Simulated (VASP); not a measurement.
# GaAs (P-6m2) in VASP: settings compared

GaAs is run at these levels: PBE, LDA, PBEsol; tasks: single point.

All numbers are computed with VASP 6.6.1; they aren't measurements. Logs are shortened: lines on timing, memory, paths and dates and some standing lists are left out, and cuts for length are marked.

## (1) The cell of the first run

It takes space group P-6m2 (No. 187, hexagonal). The conventional cell has a = 3.606 Å, b = 3.606 Å, c = 3.573 Å, α = 90.00°, β = 90.00°, γ = 120.00°. Ga (site symmetry -6m2) has 6 As at 2.74 Å and 2 Ga at 3.57 Å within 3.6 Å. As (site symmetry -6m2) has 6 Ga at 2.74 Å and 2 As at 3.57 Å within 3.6 Å.

## (2) Single point, PBE

Input file INCAR:

```
PREC = Accurate
ENCUT = 520
EDIFF = 1E-7
ISMEAR = 0
SIGMA = 0.011
LREAL = F
LASPH = T
NELM = 60
ALGO = Normal
ISIF = 2
LWAVE = F
LCHARG = F
GGA = PE
NBANDS = 16
```

Input file KPOINTS:

```
Automatic mesh
0
Gamma
  9 9 8
```

Input file POSCAR:

```
GaAs
1.0
    3.6064012100      0.0000000000      0.0000000000
   -1.8032006000      3.1232350600      0.0000000000
    0.0000000000      0.0000000000      3.5731941600
Ga As
1 1
Direct
    0.3333333300      0.6666666700      0.5000000000
    0.0000000000      0.0000000000      0.0000000000
```

Potentials or basis: VASP PAW PBE potentials, release 64 (Ga_d, As).

Launch:

```sh
> cat potpaw_PBE.64/Ga_d/POTCAR potpaw_PBE.64/As/POTCAR > POTCAR
> mpirun -np 1 vasp_std > vasp.out
```

OUTCAR:

```text
PREC = Accurate
   ENCUT = 520
   EDIFF = 1E-7
   ISMEAR = 0
   LREAL = F
   LASPH = T
   NELM = 60
   ISIF = 2
   GGA = PE

 ion  position               nearest neighbor table
   1  0.333  0.667  0.500-   2 2.74   2 2.74   2 2.74   2 2.74   2 2.74   2 2.74
   2  0.000  0.000  0.000-   1 2.74   1 2.74   1 2.74   1 2.74   1 2.74   1 2.74

  LATTYP: Found a hexagonal cell.
 ALAT       =     3.6064012100
 C/A-ratio  =     0.9907921920

  Lattice vectors:

 A1 = (   3.6064012100,   0.0000000000,   0.0000000000)
 A2 = (  -1.8032006000,   3.1232350600,   0.0000000000)
 A3 = (   0.0000000000,   0.0000000000,   3.5731941600)

Analysis of symmetry for initial positions (statically):
=====================================================================
 Subroutine PRICEL returns:
 Original cell was already a primitive cell.

 Routine SETGRP: Setting up the symmetry group for a
 hexagonal supercell.

 Subroutine GETGRP returns: Found 12 space group operations
 (whereof 12 operations were pure point group operations)
 out of a pool of 24 trial point group operations.

The static configuration has the point symmetry D_3h.

Analysis of symmetry for dynamics (positions and initial velocities):
=====================================================================
 Subroutine PRICEL returns:
 Original cell was already a primitive cell.

 Routine SETGRP: Setting up the symmetry group for a
 hexagonal supercell.

 Subroutine GETGRP returns: Found 12 space group operations
 (whereof 12 operations were pure point group operations)
 out of a pool of 24 trial point group operations.

The dynamic configuration has the point symmetry D_3h.

 Subroutine INISYM returns: Found 12 space group operations
 (whereof 12 operations are pure point group operations),
 and found     1 'primitive' translations

----------------------------------------------------------------------------------------

                                     Primitive cell

  volume of cell :      40.2472

  direct lattice vectors                    reciprocal lattice vectors
     3.606401210  0.000000000  0.000000000     0.277284734  0.160090416  0.000000000
    -1.803200600  3.123235060  0.000000000     0.000000000  0.320180832  0.000000000
     0.000000000  0.000000000  3.573194160     0.000000000  0.000000000  0.279861646

  length of vectors
     3.606401210  3.606401204  3.573194160     0.320180831  0.320180832  0.279861646

  position of ions in fractional coordinates (direct lattice)
     0.333333330  0.666666670  0.500000000
     0.000000000  0.000000000  0.000000000

  ion indices of the primitive-cell ions
   primitive index   ion index
                 1           1
                 2           2

----------------------------------------------------------------------------------------

 KPOINTS: Automatic mesh

Automatic generation of k-mesh.
 Grid dimensions read from file:
 generate k-points for:    9    9    8

 Generating k-lattice:

  Cartesian coordinates                     Fractional coordinates (reciprocal lattice)
     0.030809415  0.017787824  0.000000000     0.111111111  0.000000000  0.000000000
     0.000000000  0.035575648  0.000000000     0.000000000  0.111111111  0.000000000
     0.000000000  0.000000000  0.034982706     0.000000000  0.000000000  0.125000000

  Length of vectors
     0.035575648  0.035575648  0.034982706

  Shift w.r.t. Gamma in fractional coordinates (k-lattice)
     0.000000000  0.000000000  0.000000000

 Subroutine IBZKPT returns following result:
 ===========================================

 Found     60 irreducible k-points:

 Following reciprocal coordinates:
            Coordinates               Weight
  0.000000  0.000000  0.000000      1.000000
  0.111111  0.000000  0.000000      6.000000
  0.222222  0.000000  0.000000      6.000000
  0.333333 -0.000000  0.000000      6.000000
  0.444444  0.000000  0.000000      6.000000
  0.111111  0.111111  0.000000      6.000000
[... 16 lines left out ...]
  0.333333  0.222222  0.125000     24.000000
  0.333333  0.333333  0.125000      4.000000
 [... further k-points ...]
   k-points           NKPTS =     60   k-points in BZ     NKDIM =     60   number of bands    NBANDS=     16
   number of dos      NEDOS =    301   number of ions     NIONS =      2
   total plane-waves  NPLWV =  21952
   dimension x,y,z NGX =    28 NGY =   28 NGZ =   28
   dimension x,y,z NGXF=    56 NGYF=   56 NGZF=   56
   ions per type =               1   1
   NGX,Y,Z   is equivalent  to a cutoff of  12.91, 12.91, 13.03 a.u.
   NGXF,Y,Z  is equivalent  to a cutoff of  25.81, 25.81, 26.05 a.u.
 SYSTEM =  unknown system
   PREC   = accura    normal or accurate (medium, high low for compatibility)
   ISTART =      0    job   : 0-new  1-cont  2-samecut
   ICHARG =      2    charge: 1-file 2-atom 10-const
   ISPIN  =      1    spin polarized calculation?
   LNONCOLLINEAR =      F non collinear calculations
   LSORBIT =      F    spin-orbit coupling
   LASPH  =      T    aspherical Exc in radial PAW
   ENCUT  =  520.0 eV  38.22 Ry    6.18 a.u.   6.71  6.71  6.64*2*pi/ulx,y,z
   NELM   =     60;   NELMIN=  2; NELMDL= -5     # of ELM steps
   EDIFF  = 0.1E-06   stopping-criterion for ELM
   LREAL  =      F    real-space projection
   EDIFFG = 0.1E-05   stopping-criterion for IOM
   NSW    =      0    number of steps for IOM
   IBRION =     -1    ionic relax: 0-MD 1-quasi-New 2-CG
   NFREE  =      0    steps in history (QN), initial steepest desc. (CG)
   ISIF   =      2    stress and relaxation
   ISYM   =      2    0-nonsym 1-usesym 2-fastsym
   POTIM  = 0.5000    time-step for ionic-motion
   TEBEG  =    0.0;   TEEND  =   0.0 temperature during run
   PSTRESS=    0.0 pullay stress
   NELECT =      18.0000    total number of electrons
   NUPDOWN=      -1.0000    fix difference up-down
   EMIN   =  10.00;   EMAX   =-10.00  energy-range for DOS
   EFERMI =   0.00;   METHOD = LEGACY
   ISMEAR =     0;   SIGMA  =   0.01  broadening in eV -4-tet -1-fermi 0-gaus
   EFERMI_NEDOS =   21; number of points for ismear=-14 and -15
   IALGO  =     38    algorithm
   IMIX   =      4    mixing-type and parameters
     AMIX     =   0.40;   BMIX     =  1.00
     AMIX_MAG =   1.60;   BMIX_MAG =  1.00
  volume/ion in A,a.u.               =      20.12       135.80
  Fermi-wavevector in a.u.,A,eV,Ry     =   1.251951  2.365844 21.325507  1.567381
  Thomas-Fermi vector in A             =   2.385874
   LORBIT       =      0    0 simple, 1 ext, 2 COOP (PROOUT), +10 PAW based schemes
   GGA     = PE    functional components
   LHFCALC =     F    Hartree Fock is set to
   AEXX    =    0.0000 exact exchange contribution
   IVDW    =     0    specifies the selected vdW correction
   LEPSILON=     F    determine dielectric tensor
   LRPA    =     F    only Hartree local field effects (RPA)
 non-spin polarized calculation
 Gauss-broadening in eV      SIGMA  =   0.01
  energy-cutoff  :      520.00
  volume of cell :       40.25
 maximum number of plane-waves:      1102
 NGX is ok and might be reduce to    28
   NGX = 13   NGY = 13   NGZ = 13

 number of electron      18.0000006 magnetization

 Free energy of the ion-electron system (eV)
  ---------------------------------------------------
  ext. energy  EPLUGINS =         0.00000000
  ---------------------------------------------------
  free energy    TOTEN  =        -7.39774169 eV

  energy without entropy =       -7.39754394  energy(sigma->0) =       -7.39764281

 E-fermi :   5.0600     XC(G=0): -10.4875

 val. band max:        5.0557591418   @ k =   0.3333   0.2222   0.2500
 cond. band min:       5.1249856641   @ k =   0.1111   0.0000   0.3750
 fundamental gap:      0.0692265224
 Fermi energy:         5.0600256446

 k-point     1 :       0.0000    0.0000    0.0000
  band No.  band energies     occupation
      1      -9.6566      2.00000
      2      -9.6511      2.00000
      3      -9.6511      2.00000
      4      -9.5979      2.00000
      5      -9.5979      2.00000
      6      -7.9726      2.00000
[... 8 lines left out ...]
     15      15.5656      0.00000
     16      18.8776      0.00000

 k-point     2 :       0.1111    0.0000    0.0000
  band No.  band energies     occupation
      1      -9.6586      2.00000
      2      -9.6512      2.00000
      3      -9.6445      2.00000
      4      -9.6025      2.00000
      5      -9.5987      2.00000
      6      -7.8108      2.00000
[... 8 lines left out ...]
     15      15.2026      0.00000
     16      17.9970      0.00000

 k-point     3 :       0.2222    0.0000    0.0000
  band No.  band energies     occupation
      1      -9.6716      2.00000
      2      -9.6429      2.00000
      3      -9.6276      2.00000
      4      -9.6142      2.00000
      5      -9.6006      2.00000
      6      -7.3430      2.00000
[... 8 lines left out ...]
     15      15.3917      0.00000
     16      18.0015      0.00000

 k-point     4 :       0.3333   -0.0000    0.0000
  band No.  band energies     occupation
      1      -9.6862      2.00000
      2      -9.6327      2.00000
      3      -9.6272      2.00000
      4      -9.6081      2.00000
      5      -9.6029      2.00000
      6      -6.6429      2.00000
[... 8 lines left out ...]
     15      16.4875      0.00000
     16      18.0291      0.00000

 k-point     5 :       0.4444    0.0000    0.0000
  band No.  band energies     occupation
      1      -9.6955      2.00000
      2      -9.6357      2.00000
      3      -9.6261      2.00000
      4      -9.6044      2.00000
      5      -9.5954      2.00000
      6      -5.9709      2.00000
[... 8 lines left out ...]
     15      17.7418      0.00000
     16      17.8454      0.00000

 k-point     6 :       0.1111    0.1111    0.0000
  band No.  band energies     occupation
      1      -9.6656      2.00000
      2      -9.6470      2.00000
      3      -9.6332      2.00000
      4      -9.6103      2.00000
      5      -9.6004      2.00000
      6      -7.4955      2.00000
[... 8 lines left out ...]
     15      15.7312      0.00000
     16      17.7763      0.00000

 k-point     7 :       0.2222    0.1111    0.0000
  band No.  band energies     occupation
      1      -9.6765      2.00000
      2      -9.6380      2.00000
      3      -9.6218      2.00000
      4      -9.6176      2.00000
      5      -9.6034      2.00000
      6      -6.9051      2.00000
[... 8 lines left out ...]
     15      15.3483      0.00000
     16      16.8339      0.00000

 k-point     8 :       0.3333    0.1111    0.0000
  band No.  band energies     occupation
      1      -9.6864      2.00000
      2      -9.6317      2.00000
      3      -9.6288      2.00000
      4      -9.6061      2.00000
      5      -9.6043      2.00000
      6      -6.1789      2.00000
[... 8 lines left out ...]
     15      16.0842      0.00000
     16      16.3168      0.00000

 k-point     9 :       0.4444    0.1111    0.0000
  band No.  band energies     occupation
      1      -9.6904      2.00000
      2      -9.6355      2.00000
      3      -9.6249      2.00000
      4      -9.6071      2.00000
      5      -9.5990      2.00000
      6      -5.7708      2.00000
[... 8 lines left out ...]
     15      15.8361      0.00000
     16      18.2832      0.00000
[... 172 lines left out ...]
 k-point    19 :       0.2222    0.1111    0.1250
  band No.  band energies     occupation
      1      -9.6763      2.00000
      2      -9.6353      2.00000
      3      -9.6262      2.00000
      4      -9.6147      2.00000
      5      -9.6078      2.00000
      6      -6.7495      2.00000
[... 8 lines left out ...]
     15      15.4551      0.00000
     16      17.4454      0.00000

 k-point    20 :       0.3333    0.1111    0.1250
  band No.  band energies     occupation
      1      -9.6875      2.00000
      2      -9.6430      2.00000
      3      -9.6181      2.00000
      4      -9.6114      2.00000
      5      -9.6025      2.00000
      6      -6.0288      2.00000
[... 8 lines left out ...]
     15      15.9243      0.00000
     16      17.7293      0.00000

 k-point    21 :       0.4444    0.1111    0.1250
  band No.  band energies     occupation
      1      -9.6920      2.00000
      2      -9.6467      2.00000
      3      -9.6146      2.00000
      4      -9.6117      2.00000
      5      -9.5981      2.00000
      6      -5.6270      2.00000
[... 8 lines left out ...]
     15      16.7347      0.00000
     16      18.5454      0.00000

 k-point    22 :       0.2222    0.2222    0.1250
  band No.  band energies     occupation
      1      -9.6791      2.00000
      2      -9.6381      2.00000
      3      -9.6243      2.00000
      4      -9.6140      2.00000
      5      -9.6070      2.00000
      6      -6.1132      2.00000
[... 8 lines left out ...]
     15      14.7878      0.00000
     16      17.5139      0.00000

 k-point    23 :       0.3333    0.2222    0.1250
  band No.  band energies     occupation
      1      -9.6808      2.00000
      2      -9.6400      2.00000
      3      -9.6192      2.00000
      4      -9.6161      2.00000
      5      -9.6075      2.00000
      6      -5.5360      2.00000
[... 8 lines left out ...]
     15      15.5391      0.00000
     16      16.9002      0.00000

 k-point    24 :       0.3333    0.3333    0.1250
  band No.  band energies     occupation
      1      -9.6762      2.00000
      2      -9.6341      2.00000
      3      -9.6236      2.00000
      4      -9.6173      2.00000
      5      -9.6128      2.00000
      6      -5.3078      2.00000
[... 8 lines left out ...]
     15      16.0010      0.00000
     16      16.0236      0.00000

 [... further k-points ...]
[... 5 lines left out ...]
  --------------------------------------------------------------------------------------
  -------------------------------------------------------------------------------------
  Total        0.1711453      0.1711453     -0.6510928      0.0000000      0.0000000     -0.0000000
  in kB        6.8130289      6.8130289    -25.9189953      0.0000000      0.0000000     -0.0000000
  external PRESSURE =      -4.0976458 kB  Pullay stress =       0.0000000 kB

 VOLUME and BASIS-vectors are now :
 -----------------------------------------------------------------------------
  energy-cutoff  :      520.00
  volume of cell :       40.25
      direct lattice vectors                 reciprocal lattice vectors
     3.606401210  0.000000000  0.000000000     0.277284734  0.160090416  0.000000000
    -1.803200600  3.123235060  0.000000000     0.000000000  0.320180832  0.000000000
     0.000000000  0.000000000  3.573194160     0.000000000  0.000000000  0.279861646

 POSITION                                       TOTAL-FORCE (eV/Angst)
 -----------------------------------------------------------------------------------
     -0.00000      2.08216      1.78660         0.000000     -0.000000      0.000000
      0.00000      0.00000      0.00000        -0.000000      0.000000      0.000000
 -----------------------------------------------------------------------------------
    total drift:                                0.000008     -0.000005      0.000000

  FREE ENERGIE OF THE ION-ELECTRON SYSTEM (eV)
  ---------------------------------------------------
  free  energy   TOTEN  =        -7.3977416874 eV

  energy  without entropy=       -7.3975439360  energy(sigma->0) =       -7.39764281
```

Wall time 17 s (1 thread of Intel Xeon 6975P-C (Granite Rapids), shared host); peak memory 0.17 GiB.

Results:

```
Free energy            : -7.3977 eV
Pressure               : -0.4 GPa
Band gap on the k mesh : zero (band 9 reaches 6.73 eV, above the bottom of band 10 at 2.78 eV)
```

Levels at points of the mesh, in eV from the Fermi level:
```
           k point  band 5  band 6  band 7  band 8  band 9  band 10  band 11  band 12  band 13  band 14
(0.00, 0.00, 0.00)  -14.66  -13.03   -1.58   -1.43    0.50     0.50     5.23     5.23     5.25     9.02
(0.00, 0.00, 0.50)  -14.65  -11.40   -8.24    1.67    1.67     4.54     5.00     5.66     5.66     9.33
```

[end of part 1 of 3]
